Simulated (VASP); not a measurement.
# NbH2 in VASP: notebook

NbH2 is run at these levels: r2SCAN; tasks: single point.

Program: VASP 6.6.1. These are calculated values, not measurements. Logs are shortened: lines on timing, memory, paths and dates and some standing lists are left out, and cuts for length are marked.

## Step 1: The cell of the first run

The structure is tetragonal, space group I4/mmm (No. 139). Conventional cell: a = 3.215 Å, b = 3.215 Å, c = 4.479 Å, α = 90.00°, β = 90.00°, γ = 90.00°. Within 2.6 Å of Nb (site symmetry 4/mmm) lie 8 H at 1.96 Å. H (site symmetry -4m2) has 4 Nb at 1.96 Å and 6 H at 2.24 to 2.27 Å within 2.6 Å.

## Step 2: Single point, r2SCAN (strain along c alone, the other axes held: -1.5 %)

Contents of POSCAR:

```
NbH2
1.0
    2.2734030828      2.2734030828      0.0000000000
   -2.2734030828      2.2734030828      0.0000000000
    0.0000000000      0.0000000000      4.4786040732
Nb H
2 4
Direct
    0.0000000000      0.0000000000      0.0000000000
    0.5000000000      0.5000000000      0.5000000000
    0.0000000000      0.5000000000      0.7500000000
    0.5000000000      0.0000000000      0.7500000000
    0.5000000000      0.0000000000      0.2500000000
    0.0000000000      0.5000000000      0.2500000000
```

Contents of INCAR.step1:

```
PREC     = Accurate       # precision mode
ENCUT    = 550            # plane-wave cutoff, eV
ISMEAR   = 0              # smearing method
SIGMA    = 0.1            # smearing width, eV
LREAL    = F              # projectors in reciprocal space
LASPH    = T              # aspherical terms in the spheres
NELM     = 120            # most SCF steps
NBANDS   = 24             # bands
GGA      = PE             # functional
ALGO     = Normal         # electronic algorithm
EDIFF    = 1E-5           # SCF threshold, eV
LWAVE    = T              # write WAVECAR
LCHARG   = F              # write CHGCAR
GGA_COMPAT= F
```

Contents of INCAR.step2:

```
PREC     = Accurate       # precision mode
ENCUT    = 550            # plane-wave cutoff, eV
EDIFF    = 1E-6           # SCF threshold, eV
ISMEAR   = 0              # smearing method
SIGMA    = 0.1            # smearing width, eV
LREAL    = F              # projectors in reciprocal space
LASPH    = T              # aspherical terms in the spheres
NELM     = 120            # most SCF steps
ALGO     = Normal         # electronic algorithm
ISIF     = 2              # what is computed and relaxed
LWAVE    = F              # write WAVECAR
LCHARG   = F              # write CHGCAR
METAGGA  = R2SCAN         # meta-GGA
LMIXTAU  = T            
NBANDS   = 24             # bands
ISTART   = 1            
GGA_COMPAT= F
```

Contents of KPOINTS:

```
regular mesh
0
Gamma
  12 12 8
```

Potentials or basis: VASP PAW PBE potentials, release 64 (Nb_sv, H).

Launch:

```sh
cat potpaw_PBE.64/Nb_sv/POTCAR potpaw_PBE.64/H/POTCAR > POTCAR
cp INCAR.step1 INCAR
mpirun -np 1 vasp_std > vasp.out
cp INCAR.step2 INCAR
mpirun -np 1 vasp_std > vasp.out
```

OUTCAR:

```text
PREC = Accurate
   ENCUT = 550
   EDIFF = 1E-6
   ISMEAR = 0
   LREAL = F
   LASPH = T
   NELM = 120
   ISIF = 2
   METAGGA = R2SCAN
   ISTART = 1

 ion  position               nearest neighbor table
   1  0.000  0.000  0.000-   3 1.96   4 1.96   5 1.96   6 1.96   3 1.96   6 1.96   4 1.96   5 1.96

   2  0.500  0.500  0.500-   3 1.96   4 1.96   5 1.96   6 1.96   4 1.96   5 1.96   3 1.96   6 1.96

   3  0.000  0.500  0.750-   1 1.96   2 1.96   1 1.96   2 1.96
   4  0.500  0.000  0.750-   1 1.96   2 1.96   2 1.96   1 1.96
   5  0.500  0.000  0.250-   1 1.96   2 1.96   2 1.96   1 1.96
   6  0.000  0.500  0.250-   1 1.96   2 1.96   1 1.96   2 1.96

  LATTYP: Found a simple tetragonal cell.
 ALAT       =     3.2150774724
 C/A-ratio  =     1.3930003590

  Lattice vectors:

 A1 = (   2.2734030828,   2.2734030828,   0.0000000000)
 A2 = (  -2.2734030828,   2.2734030828,   0.0000000000)
 A3 = (   0.0000000000,   0.0000000000,   4.4786040732)

Analysis of symmetry for initial positions (statically):
=====================================================================
 Subroutine PRICEL returns following result:

  LATTYP: Found a body centered tetragonal cell.
 ALAT       =     3.2150774724
 C/A-ratio  =     1.3930003590

  Lattice vectors:

 A1 = (   0.0000000000,  -2.2734030828,  -2.2393020366)
 A2 = (   0.0000000000,   2.2734030828,  -2.2393020366)
 A3 = (   2.2734030828,   0.0000000000,   2.2393020366)

   2 primitive cells build up your supercell.

 Routine SETGRP: Setting up the symmetry group for a
 simple tetragonal supercell.

 Subroutine GETGRP returns: Found 16 space group operations
 (whereof 16 operations were pure point group operations)
 out of a pool of 16 trial point group operations.

The static configuration has the point symmetry D_4h.

Analysis of symmetry for dynamics (positions and initial velocities):
=====================================================================
 Subroutine PRICEL returns following result:

  LATTYP: Found a body centered tetragonal cell.
 ALAT       =     3.2150774724
 C/A-ratio  =     1.3930003590

  Lattice vectors:

 A1 = (   0.0000000000,  -2.2734030828,  -2.2393020366)
 A2 = (   0.0000000000,   2.2734030828,  -2.2393020366)
 A3 = (   2.2734030828,   0.0000000000,   2.2393020366)

   2 primitive cells build up your supercell.

 Routine SETGRP: Setting up the symmetry group for a
 simple tetragonal supercell.

 Subroutine GETGRP returns: Found 16 space group operations
 (whereof 16 operations were pure point group operations)
 out of a pool of 16 trial point group operations.

The dynamic configuration has the point symmetry D_4h.

 Subroutine INISYM returns: Found 16 space group operations
 (whereof 16 operations are pure point group operations),
 and found     2 'primitive' translations

----------------------------------------------------------------------------------------

                                     Primitive cell

  volume of cell :      23.1470

  direct lattice vectors                    reciprocal lattice vectors
     0.000000000 -2.273403083 -2.239302037     0.219934601 -0.219934601 -0.223283859
     0.000000000  2.273403083 -2.239302037     0.219934601  0.219934601 -0.223283859
     2.273403083  0.000000000  2.239302037     0.439869202  0.000000000  0.000000000

  length of vectors
     3.191055497  3.191055497  3.191055497     0.382881364  0.382881364  0.439869202

  position of ions in fractional coordinates (direct lattice)
     0.000000000  0.000000000  0.000000000
     0.750000000  0.250000000  0.500000000
     0.250000000  0.750000000  0.500000000

  ion indices of the primitive-cell ions
   primitive index   ion index
                 1           1
                 2           3
                 3           4

----------------------------------------------------------------------------------------

 KPOINTS: regular mesh

Automatic generation of k-mesh.
 Grid dimensions read from file:
 generate k-points for:   12   12    8

 Generating k-lattice:

  Cartesian coordinates                     Fractional coordinates (reciprocal lattice)
     0.018327883  0.018327883  0.000000000     0.083333333  0.000000000  0.000000000
    -0.018327883  0.018327883  0.000000000     0.000000000  0.083333333  0.000000000
     0.000000000  0.000000000  0.027910482     0.000000000  0.000000000  0.125000000

  Length of vectors
     0.025919541  0.025919541  0.027910482

  Shift w.r.t. Gamma in fractional coordinates (k-lattice)
     0.000000000  0.000000000  0.000000000

 Subroutine IBZKPT returns following result:
 ===========================================

 Found    140 irreducible k-points:

 Following reciprocal coordinates:
            Coordinates               Weight
  0.000000  0.000000  0.000000      1.000000
  0.083333  0.000000  0.000000      4.000000
  0.166667  0.000000  0.000000      4.000000
  0.250000  0.000000  0.000000      4.000000
  0.333333  0.000000  0.000000      4.000000
  0.416667  0.000000  0.000000      4.000000
[... 16 lines left out ...]
  0.333333  0.333333  0.000000      4.000000
  0.416667  0.333333  0.000000      8.000000
 [... further k-points ...]
   k-points           NKPTS =    140   k-points in BZ     NKDIM =    140   number of bands    NBANDS=     24
   number of dos      NEDOS =    301   number of ions     NIONS =      6
   total plane-waves  NPLWV =  28224
   dimension x,y,z NGX =    28 NGY =   28 NGZ =   36
   dimension x,y,z NGXF=    56 NGYF=   56 NGZF=   72
   ions per type =               2   4
   NGX,Y,Z   is equivalent  to a cutoff of  14.48, 14.48, 13.36 a.u.
   NGXF,Y,Z  is equivalent  to a cutoff of  28.96, 28.96, 26.73 a.u.
 SYSTEM =  unknown system
   PREC   = accura    normal or accurate (medium, high low for compatibility)
   ISTART =      1    job   : 0-new  1-cont  2-samecut
   ICHARG =      0    charge: 1-file 2-atom 10-const
   ISPIN  =      1    spin polarized calculation?
   LNONCOLLINEAR =      F non collinear calculations
   LSORBIT =      F    spin-orbit coupling
   LASPH  =      T    aspherical Exc in radial PAW
   ENCUT  =  550.0 eV  40.42 Ry    6.36 a.u.   6.15  6.15  8.56*2*pi/ulx,y,z
   NELM   =    120;   NELMIN=  2; NELMDL=  0     # of ELM steps
   EDIFF  = 0.1E-05   stopping-criterion for ELM
   LREAL  =      F    real-space projection
   EDIFFG = 0.1E-04   stopping-criterion for IOM
   NSW    =      0    number of steps for IOM
   IBRION =     -1    ionic relax: 0-MD 1-quasi-New 2-CG
   NFREE  =      0    steps in history (QN), initial steepest desc. (CG)
   ISIF   =      2    stress and relaxation
   ISYM   =      2    0-nonsym 1-usesym 2-fastsym
   POTIM  = 0.5000    time-step for ionic-motion
   TEBEG  =    0.0;   TEEND  =   0.0 temperature during run
   PSTRESS=    0.0 pullay stress
   NELECT =      30.0000    total number of electrons
   NUPDOWN=      -1.0000    fix difference up-down
   EMIN   =  10.00;   EMAX   =-10.00  energy-range for DOS
   EFERMI =   0.00;   METHOD = LEGACY
   ISMEAR =     0;   SIGMA  =   0.10  broadening in eV -4-tet -1-fermi 0-gaus
   EFERMI_NEDOS =   21; number of points for ismear=-14 and -15
   IALGO  =     38    algorithm
   IMIX   =      4    mixing-type and parameters
     AMIX     =   0.40;   BMIX     =  1.00
     AMIX_MAG =   1.60;   BMIX_MAG =  1.00
  volume/ion in A,a.u.               =       7.72        52.07
  Fermi-wavevector in a.u.,A,eV,Ry     =   1.416685  2.677147 27.306856  2.006997
  Thomas-Fermi vector in A             =   2.537994
   LORBIT       =      0    0 simple, 1 ext, 2 COOP (PROOUT), +10 PAW based schemes
   METAGGA = R2SCAN    functional components
   LHFCALC =     F    Hartree Fock is set to
   AEXX    =    0.0000 exact exchange contribution
   IVDW    =     0    specifies the selected vdW correction
   LEPSILON=     F    determine dielectric tensor
   LRPA    =     F    only Hartree local field effects (RPA)
 non-spin polarized calculation
 Gauss-broadening in eV      SIGMA  =   0.10
  energy-cutoff  :      550.00
  volume of cell :       46.29
 maximum number of plane-waves:      1384
 NGX is ok and might be reduce to    28
   NGX = 13   NGY = 13   NGZ = 17

 number of electron      30.0000004 magnetization

 Free energy of the ion-electron system (eV)
  ---------------------------------------------------
  ext. energy  EPLUGINS =         0.00000000
  ---------------------------------------------------
  free energy    TOTEN  =       -65.12865804 eV

  energy without entropy =      -65.11881845  energy(sigma->0) =      -65.12373824

 E-fermi :  10.4356     XC(G=0): -13.0860

 val. band max:       10.4216072727   @ k =   0.4167   0.0000   0.0000
 cond. band min:      10.4469639713   @ k =   0.0833   0.0833   0.5000
 fundamental gap:      0.0253566986
 Fermi energy:        10.4356251464

 k-point     1 :       0.0000    0.0000    0.0000
  band No.  band energies     occupation
      1     -46.9219      2.00000
      2     -46.7802      2.00000
      3     -22.7106      2.00000
      4     -22.2201      2.00000
      5     -22.2201      2.00000
      6     -21.9481      2.00000
[... 16 lines left out ...]
     23      17.8908      0.00000
     24      19.7408      0.00000

 k-point     2 :       0.0833    0.0000    0.0000
  band No.  band energies     occupation
      1     -46.9174      2.00000
      2     -46.7804      2.00000
      3     -22.6941      2.00000
      4     -22.2442      2.00000
      5     -22.2135      2.00000
      6     -21.9825      2.00000
[... 16 lines left out ...]
     23      18.3617      0.00000
     24      19.8862      0.00000

 k-point     3 :       0.1667    0.0000    0.0000
  band No.  band energies     occupation
      1     -46.9044      2.00000
      2     -46.7814      2.00000
      3     -22.6460      2.00000
      4     -22.3087      2.00000
      5     -22.1946      2.00000
      6     -22.0764      2.00000
[... 16 lines left out ...]
     23      19.5017      0.00000
     24      19.7472      0.00000
[... 514 lines left out ...]
 k-point    23 :       0.3333    0.3333    0.0000
  band No.  band energies     occupation
      1     -46.8201      2.00000
      2     -46.7843      2.00000
      3     -22.6012      2.00000
      4     -22.5429      2.00000
      5     -22.3329      2.00000
      6     -22.2049      2.00000
[... 16 lines left out ...]
     23      18.5223      0.00000
     24      20.5556      0.00000

 k-point    24 :       0.4167    0.3333    0.0000
  band No.  band energies     occupation
      1     -46.8055      2.00000
      2     -46.7870      2.00000
      3     -22.6451      2.00000
      4     -22.6154      2.00000
      5     -22.2737      2.00000
      6     -22.1938      2.00000
[... 16 lines left out ...]
     23      19.2219      0.00000
     24      19.5661      0.00000

 [... further k-points ...]
[... 5 lines left out ...]
  --------------------------------------------------------------------------------------
  -------------------------------------------------------------------------------------
  Total        0.5596957      0.5596957      1.1984243      0.0000000      0.0000000      0.0000000
  in kB       19.3703305     19.3703305     41.4758827      0.0000000      0.0000000      0.0000000
  external PRESSURE =      26.7388479 kB  Pullay stress =       0.0000000 kB

 VOLUME and BASIS-vectors are now :
 -----------------------------------------------------------------------------
  energy-cutoff  :      550.00
  volume of cell :       46.29
      direct lattice vectors                 reciprocal lattice vectors
     2.273403083  2.273403083  0.000000000     0.219934601  0.219934601  0.000000000
    -2.273403083  2.273403083  0.000000000    -0.219934601  0.219934601  0.000000000
     0.000000000  0.000000000  4.478604073     0.000000000  0.000000000  0.223283859

 POSITION                                       TOTAL-FORCE (eV/Angst)
 -----------------------------------------------------------------------------------
      0.00000      0.00000      0.00000        -0.000000     -0.000000      0.000000
      0.00000      2.27340      2.23930        -0.000000     -0.000000     -0.000000
     -1.13670      1.13670      3.35895         0.000000      0.000000      0.000000
      1.13670      1.13670      3.35895         0.000000      0.000000      0.000000
      1.13670      1.13670      1.11965         0.000000      0.000000      0.000000
     -1.13670      1.13670      1.11965         0.000000      0.000000      0.000000
 -----------------------------------------------------------------------------------
    total drift:                               -0.000000      0.000000      0.000000

  FREE ENERGIE OF THE ION-ELECTRON SYSTEM (eV)
  ---------------------------------------------------
  free  energy   TOTEN  =       -65.1286580378 eV

  energy  without entropy=      -65.1188184469  energy(sigma->0) =      -65.12373824
```

It took 9 min on 1 thread of AMD EPYC 7R13 (Zen 3), shared host; peak memory 0.24 GiB.

What came out:

```
Free energy            : -65.1287 eV
Pressure               : 2.7 GPa
Band gap on the k mesh : zero (bands 15 and 16 overlap by 4.36 eV)
```

Caveat: the cell differs from its parent crystal (strain along c alone, the other axes held: -1.5 %); the PAW data sets were made with another functional, which shifts forces and pressure a little.

## Step 3: Single point, r2SCAN (equal strain along all axes, cell held: -4.5 %)

Edit POSCAR of step 2 so:

```diff
@@ -2,5 +2,5 @@
 1.0
-    2.2734030828      2.2734030828      0.0000000000
-   -2.2734030828      2.2734030828      0.0000000000
-    0.0000000000      0.0000000000      4.4786040732
+    2.1710999441      2.1710999441      0.0000000000
+   -2.1710999441      2.1710999441      0.0000000000
+    0.0000000000      0.0000000000      4.3421998882
 Nb H
```

Contents of INCAR.step1:

```
SYSTEM = NbH2
PREC = Accurate
ENCUT = 520
ISMEAR = 0
SIGMA = 0.1
LREAL = .FALSE.
LASPH = .TRUE.
NELM = 80
NBANDS = 24
GGA = PE
ALGO = Normal
EDIFF = 1E-4
LWAVE = .TRUE.
LCHARG = .FALSE.
```

Contents of INCAR.step2:

```
SYSTEM = NbH2
PREC = Accurate
ENCUT = 520
EDIFF = 1E-7
ISMEAR = 0
SIGMA = 0.1
LREAL = .FALSE.
LASPH = .TRUE.
NELM = 80
ALGO = Normal
ISIF = 2
LWAVE = .FALSE.
LCHARG = .FALSE.
METAGGA = R2SCAN
LMIXTAU = .TRUE.
NBANDS = 24
ISTART = 1
```

Contents of KPOINTS:

```
Automatic mesh
0
G
  12 12 8
  0 0 0
```

Potentials or basis: VASP PAW PBE potentials, release 64 (Nb_sv, H).

Launch:

```sh
cat potpaw_PBE.64/Nb_sv/POTCAR potpaw_PBE.64/H/POTCAR > POTCAR
cp INCAR.step1 INCAR
mpirun -np 1 vasp_std > vasp.out
cp INCAR.step2 INCAR
mpirun -np 1 vasp_std > vasp.out
```

Run time: 8.9 min. Hardware: 1 thread of AMD EPYC 7R13, shared host; peak memory 0.21 GiB.

Results (log left out):

- Free energy: -64.5671 eV
- Pressure: 33.7 GPa
- Band gap on the k mesh: zero (bands 15 and 16 overlap by 5.26 eV)

Levels at points of the mesh, in eV from the Fermi level:
| k point | band 12 | band 13 | band 14 | band 15 | band 16 | band 17 | band 18 | band 19 |
| --- | --- | --- | --- | --- | --- | --- | --- | --- |
| (0.00, 0.00, 0.00) | -5.41 | -1.85 | -1.71 | -1.71 | -1.71 | 1.60 | 1.60 | 3.55 |
| (0.50, 0.00, 0.00) | -7.29 | -2.46 | -2.46 | 0.09 | 0.09 | 0.71 | 0.71 | 4.44 |
| (0.50, 0.50, 0.00) | -5.45 | -5.41 | -5.41 | 3.55 | 3.55 | 3.66 | 3.66 | 3.66 |
| (0.00, 0.00, 0.50) | -7.29 | -1.61 | -1.61 | 0.07 | 0.07 | 0.07 | 0.07 | 2.48 |
| (0.50, 0.00, 0.50) | -5.41 | -1.55 | -1.55 | -1.55 | -1.55 | 3.35 | 3.35 | 3.35 |
| (0.50, 0.50, 0.50) | -7.53 | -3.98 | -3.98 | 0.42 | 0.42 | 3.67 | 3.67 | 6.08 |

Caveat: the cell differs from its parent crystal (equal strain along all axes, cell held: -4.5 %); the cell stands under pressure; the PAW data sets were made with another functional, which shifts forces and pressure a little.

## Step 4: Single point, r2SCAN (equal strain along all axes, cell held: -3.0 %)

Edit POSCAR of step 3 so:

```diff
@@ -2,5 +2,5 @@
 1.0
-    2.1710999441      2.1710999441      0.0000000000
-   -2.1710999441      2.1710999441      0.0000000000
-    0.0000000000      0.0000000000      4.3421998882
+    2.2052009903      2.2052009903      0.0000000000
+   -2.2052009903      2.2052009903      0.0000000000
+    0.0000000000      0.0000000000      4.4104019807
 Nb H
```

Contents of INCAR.step1:

```
PREC = Accurate
ENCUT = 520
ISMEAR = 0
SIGMA = 0.1
LREAL = False
LASPH = True
NELM = 80
NBANDS = 24
GGA = PE
ALGO = Normal
EDIFF = 1E-4
LWAVE = True
LCHARG = False
```

Contents of INCAR.step2:

```
PREC = Accurate
ENCUT = 520
EDIFF = 1E-7
ISMEAR = 0
SIGMA = 0.1
LREAL = False
LASPH = True
NELM = 80
ALGO = Normal
ISIF = 2
LWAVE = False
LCHARG = False
METAGGA = R2SCAN
LMIXTAU = True
NBANDS = 24
ISTART = 1
```

Contents of KPOINTS:

```
regular mesh
0
Gamma
  12 12 8
```

Launch:

```sh
cat potpaw_PBE.64/Nb_sv/POTCAR potpaw_PBE.64/H/POTCAR > POTCAR
cp INCAR.step1 INCAR
mpirun -np 1 vasp_std > vasp.out
cp INCAR.step2 INCAR
mpirun -np 1 vasp_std > vasp.out
```

Wall time 11 min (1 thread of AMD EPYC 7R13, shared host); peak memory 0.22 GiB.

Results (log left out):

* Free energy: -64.8968 eV
* Pressure: 20.2 GPa
* Band gap on the k mesh: zero (bands 15 and 16 overlap by 4.94 eV)

Levels at points of the mesh, in eV from the Fermi level:
```csv
k point,band 12,band 13,band 14,band 15,band 16,band 17,band 18,band 19
"(0.00, 0.00, 0.00)",-5.13,-1.75,-1.62,-1.62,-1.62,1.49,1.50,3.32
"(0.50, 0.00, 0.00)",-7.08,-2.33,-2.33,0.09,0.09,0.67,0.67,4.14
"(0.50, 0.50, 0.00)",-5.52,-5.13,-5.13,3.32,3.32,3.42,3.42,3.42
"(0.00, 0.00, 0.50)",-6.99,-1.50,-1.50,0.05,0.05,0.05,0.05,2.32
"(0.50, 0.00, 0.50)",-5.46,-1.46,-1.46,-1.46,-1.46,3.13,3.13,3.13
"(0.50, 0.50, 0.50)",-7.35,-3.77,-3.77,0.39,0.39,3.43,3.43,5.71
```

Caveat: the cell differs from its parent crystal (equal strain along all axes, cell held: -3.0 %); the cell stands under pressure; the PAW data sets were made with another functional, which shifts forces and pressure a little.

## Step 5: Summary

| cell | cutoff (eV) | gap on the mesh (eV) | pressure (GPa) |
| --- | --- | --- | --- |
| a = 3.215, b = 3.215, c = 4.479 Å, 6 atoms | 550 | none | 2.7 |
| a = 3.070, b = 3.070, c = 4.342 Å, 6 atoms | 520 | none | 33.7 |
| a = 3.119, b = 3.119, c = 4.410 Å, 6 atoms | 520 | none | 20.2 |

Alike in all rows: task single point; level r2SCAN; potentials or basis VASP PAW PBE potentials, release 64 (Nb_sv, H); no spin polarisation; k mesh 12 × 12 × 8; smearing gaussian 0.1 eV.

Caveats: the PAW data sets were made with another functional, which shifts forces and pressure a little; the cell stands under pressure (at least some runs).

Total energies depend on the potentials used, so only differences within one code and one set of settings carry meaning.
